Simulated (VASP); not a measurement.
# AlCo (rocksalt type) (Fm-3m) in VASP: further runs, part 2 of 2

VASP 6.6.1.

## 4. Single point, PBE (12.08 Å³/atom)

This run uses another cell than the first one, of 12.08 Å³/atom.

POSCAR

```
AlCo
1.0
    0.0000000000      2.2944755942      2.2944755942
    2.2944755942      0.0000000000      2.2944755942
    2.2944755942      2.2944755942      0.0000000000
Co Al
1 1
Direct
    0.0000000000      0.0000000000      0.0000000000
    0.5000000000      0.5000000000      0.5000000000
```

INCAR.step1

```
SYSTEM = AlCo
  ALGO = Normal
  EDIFF = 1E-7
  ENCUT = 520
  GGA = PE
  ISIF = 2
  ISMEAR = -1
  LASPH = .TRUE.
  LCHARG = .TRUE.
  LMAXMIX = 4
  LREAL = .FALSE.
  LWAVE = .FALSE.
  NBANDS = 13
  NELM = 80
  PREC = Accurate
  SIGMA = 0.05
```

KPOINTS.step1

```
k-points
0
G
  15 15 15
  0 0 0
```

INCAR.step2

```
SYSTEM = AlCo
  ALGO = Normal
  EDIFF = 1E-7
  ENCUT = 520
  GGA = PE
  ICHARG = 11
  ISIF = 2
  ISMEAR = -5
  LASPH = .TRUE.
  LCHARG = .FALSE.
  LMAXMIX = 4
  LORBIT = 10
  LREAL = .FALSE.
  LWAVE = .FALSE.
  NBANDS = 13
  NEDOS = 1001
  NELM = 80
  PREC = Accurate
  SIGMA = 0.05
```

KPOINTS.step2

```
k-points
0
G
  23 23 23
  0 0 0
```

Potentials or basis: VASP PAW PBE potentials, release 64 (Co, Al).

Started as:

```
$ cat potpaw_PBE.64/Co/POTCAR potpaw_PBE.64/Al/POTCAR > POTCAR
$ cp INCAR.step1 INCAR
$ cp KPOINTS.step1 KPOINTS
$ mpirun -np 1 vasp_std > vasp.out
$ cp INCAR.step2 INCAR
$ cp KPOINTS.step2 KPOINTS
$ mpirun -np 1 vasp_std > vasp.out
```

OUTCAR:

```text
SYSTEM = AlCo
   EDIFF = 1E-7
   ENCUT = 520
   GGA = PE
   ICHARG = 11
   ISIF = 2
   ISMEAR = -5
   LASPH = .TRUE.
   LORBIT = 10
   LREAL = .FALSE.
   NELM = 80
   PREC = Accurate

 ion  position               nearest neighbor table
   1  0.000  0.000  0.000-   2 2.29   2 2.29   2 2.29   2 2.29   2 2.29   2 2.29
   2  0.500  0.500  0.500-   1 2.29   1 2.29   1 2.29   1 2.29   1 2.29   1 2.29

  LATTYP: Found a face centered cubic cell.
 ALAT       =     4.5889511884

  Lattice vectors:

 A1 = (   0.0000000000,   2.2944755942,   2.2944755942)
 A2 = (   2.2944755942,   0.0000000000,   2.2944755942)
 A3 = (   2.2944755942,   2.2944755942,   0.0000000000)

Analysis of symmetry for initial positions (statically):
=====================================================================
 Subroutine PRICEL returns:
 Original cell was already a primitive cell.

 Routine SETGRP: Setting up the symmetry group for a
 face centered cubic supercell.

 Subroutine GETGRP returns: Found 48 space group operations
 (whereof 48 operations were pure point group operations)
 out of a pool of 48 trial point group operations.

The static configuration has the point symmetry O_h .

Analysis of symmetry for dynamics (positions and initial velocities):
=====================================================================
 Subroutine PRICEL returns:
 Original cell was already a primitive cell.

 Routine SETGRP: Setting up the symmetry group for a
 face centered cubic supercell.

 Subroutine GETGRP returns: Found 48 space group operations
 (whereof 48 operations were pure point group operations)
 out of a pool of 48 trial point group operations.

The dynamic configuration has the point symmetry O_h .

 Subroutine INISYM returns: Found 48 space group operations
 (whereof 48 operations are pure point group operations),
 and found     1 'primitive' translations

----------------------------------------------------------------------------------------

                                     Primitive cell

  volume of cell :      24.1591

  direct lattice vectors                    reciprocal lattice vectors
     0.000000000  2.294475594  2.294475594    -0.217914717  0.217914717  0.217914717
     2.294475594  0.000000000  2.294475594     0.217914717 -0.217914717  0.217914717
     2.294475594  2.294475594  0.000000000     0.217914717  0.217914717 -0.217914717

  length of vectors
     3.244878504  3.244878504  3.244878504     0.377439362  0.377439362  0.377439362

  position of ions in fractional coordinates (direct lattice)
     0.000000000  0.000000000  0.000000000
     0.500000000  0.500000000  0.500000000

  ion indices of the primitive-cell ions
   primitive index   ion index
                 1           1
                 2           2

----------------------------------------------------------------------------------------

 KPOINTS: k-points

Automatic generation of k-mesh.
 Grid dimensions read from file:
 generate k-points for:   23   23   23

 Generating k-lattice:

  Cartesian coordinates                     Fractional coordinates (reciprocal lattice)
    -0.009474553  0.009474553  0.009474553     0.043478261  0.000000000  0.000000000
     0.009474553 -0.009474553  0.009474553     0.000000000  0.043478261  0.000000000
     0.009474553  0.009474553 -0.009474553     0.000000000  0.000000000  0.043478261

  Length of vectors
[... 47 lines left out ...]
 SYSTEM =  AlCo
   PREC   = accura    normal or accurate (medium, high low for compatibility)
   ISTART =      0    job   : 0-new  1-cont  2-samecut
   ICHARG =     11    charge: 1-file 2-atom 10-const
   ISPIN  =      1    spin polarized calculation?
   LNONCOLLINEAR =      F non collinear calculations
   LSORBIT =      F    spin-orbit coupling
   LASPH  =      T    aspherical Exc in radial PAW
   ENCUT  =  520.0 eV  38.22 Ry    6.18 a.u.   6.03  6.03  6.03*2*pi/ulx,y,z
   NELM   =     80;   NELMIN=  2; NELMDL=  0     # of ELM steps
   EDIFF  = 0.1E-06   stopping-criterion for ELM
   LREAL  =      F    real-space projection
   EDIFFG = 0.1E-05   stopping-criterion for IOM
   NSW    =      0    number of steps for IOM
   IBRION =     -1    ionic relax: 0-MD 1-quasi-New 2-CG
   NFREE  =      0    steps in history (QN), initial steepest desc. (CG)
   ISIF   =      2    stress and relaxation
   ISYM   =      2    0-nonsym 1-usesym 2-fastsym
   POTIM  = 0.5000    time-step for ionic-motion
   TEBEG  =    0.0;   TEEND  =   0.0 temperature during run
   PSTRESS=    0.0 pullay stress
   NELECT =      12.0000    total number of electrons
   NUPDOWN=      -1.0000    fix difference up-down
   EMIN   =  10.00;   EMAX   =-10.00  energy-range for DOS
   EFERMI =   0.00;   METHOD = LEGACY
   ISMEAR =    -5;   SIGMA  =   0.05  broadening in eV -4-tet -1-fermi 0-gaus
   EFERMI_NEDOS =   21; number of points for ismear=-14 and -15
   IALGO  =     38    algorithm
   IMIX   =      4    mixing-type and parameters
     AMIX     =   0.40;   BMIX     =  1.00
     AMIX_MAG =   1.60;   BMIX_MAG =  1.00
  volume/ion in A,a.u.               =      12.08        81.52
  Fermi-wavevector in a.u.,A,eV,Ry     =   1.296508  2.450045 22.870475  1.680933
  Thomas-Fermi vector in A             =   2.427960
   LORBIT       =     10    0 simple, 1 ext, 2 COOP (PROOUT), +10 PAW based schemes
   GGA     = PE    functional components
   LHFCALC =     F    Hartree Fock is set to
   AEXX    =    0.0000 exact exchange contribution
   IVDW    =     0    specifies the selected vdW correction
   LEPSILON=     F    determine dielectric tensor
   LRPA    =     F    only Hartree local field effects (RPA)
 non-spin polarized calculation
 Fermi weights with tetrahedron method with Bloechl corrections
  energy-cutoff  :      520.00
  volume of cell :       24.16
 maximum number of plane-waves:       666

 number of electron      11.9999995 magnetization

 Free energy of the ion-electron system (eV)
  ---------------------------------------------------
  ext. energy  EPLUGINS =         0.00000000
  ---------------------------------------------------
  free energy    TOTEN  =       -10.14959912 eV

  energy without entropy =      -10.14959912  energy(sigma->0) =      -10.14959912

 E-fermi :   9.9810     XC(G=0): -11.9727

 val. band max:        9.9691881816   @ k =  -0.3478   0.4348   0.1304
 cond. band min:       9.9233794619   @ k =  -0.3913   0.3478   0.0870
 fundamental gap:     -0.0458087196
 Fermi energy:         9.9810357663

 k-point     1 :       0.0000    0.0000    0.0000
  band No.  band energies     occupation
      1      -0.6814      2.00000
      2       8.1593      2.00000
      3       8.1593      2.00000
      4       8.1593      2.00000
      5       8.3690      2.00000
      6       8.3690      2.00000
      7      18.1253      0.00000
      8      18.1253      0.00000
      9      18.1253      0.00000
     10      21.8235      0.00000
     11      21.8235      0.00000
     12      21.8235      0.00000
     13      21.9767      0.00000
[... 354 lines left out ...]
  band No.  band energies     occupation
      1       4.1216      2.00000
      2       4.4774      2.00000
      3       7.6376      2.00000
      4       7.6688      2.00000
      5       9.2541      2.00000
      6       9.2715      2.00000
      7      10.1539      0.00000
      8      17.1465      0.00000
      9      17.3892      0.00000
     10      19.1077      0.00000
     11      19.9413      0.00000
     12      20.5058      0.00000
     13      25.0801      0.00000

 [... further k-points ...]

------------------------ aborting loop because EDIFF is reached ----------------------------------------

  FORCE on cell =-STRESS in cart. coord.  units (eV):
  Direction    XX          YY          ZZ          XY          YZ          ZX
  --------------------------------------------------------------------------------------
  -------------------------------------------------------------------------------------
  Total        2.9202370      2.9202370      2.9202370     -0.0000000      0.0000000     -0.0000000
  in kB      193.6637601    193.6637601    193.6637601     -0.0000000      0.0000000     -0.0000000
  external PRESSURE =     193.6637601 kB  Pullay stress =       0.0000000 kB

 VOLUME and BASIS-vectors are now :
 -----------------------------------------------------------------------------
  energy-cutoff  :      520.00
  volume of cell :       24.16
      direct lattice vectors                 reciprocal lattice vectors
     0.000000000  2.294475594  2.294475594    -0.217914717  0.217914717  0.217914717
     2.294475594  0.000000000  2.294475594     0.217914717 -0.217914717  0.217914717
     2.294475594  2.294475594  0.000000000     0.217914717  0.217914717 -0.217914717

 POSITION                                       TOTAL-FORCE (eV/Angst)
 -----------------------------------------------------------------------------------
      0.00000      0.00000      0.00000         0.000000      0.000000      0.000000
      2.29448      2.29448      2.29448         0.000000      0.000000     -0.000000
 -----------------------------------------------------------------------------------
    total drift:                                0.000000     -0.000000     -0.000000

  FREE ENERGIE OF THE ION-ELECTRON SYSTEM (eV)
  ---------------------------------------------------
  free  energy   TOTEN  =       -10.1495991188 eV

  energy  without entropy=      -10.1495991188  energy(sigma->0) =      -10.14959912

 total charge

# of ion       s       p       d       tot
------------------------------------------
    1        0.437   0.419   7.721   8.578
    2        0.472   0.433   0.000   0.904
--------------------------------------------------
tot          0.909   0.852   7.721   9.483
```

It took 91 s on 1 thread of Intel Xeon 8259CL, shared host; peak memory 0.24 GiB.

Results:

```yaml
Valence_electrons_inside_the_program's_atomic_spheres: Co 8.58; Al 0.90
```

Caveat: the run has no spin polarisation, though such a crystal can be magnetic; tetrahedron occupations give inexact forces and stress in metals. Spin polarisation is off, so any magnetic state and its effect on volume and gap are missing.
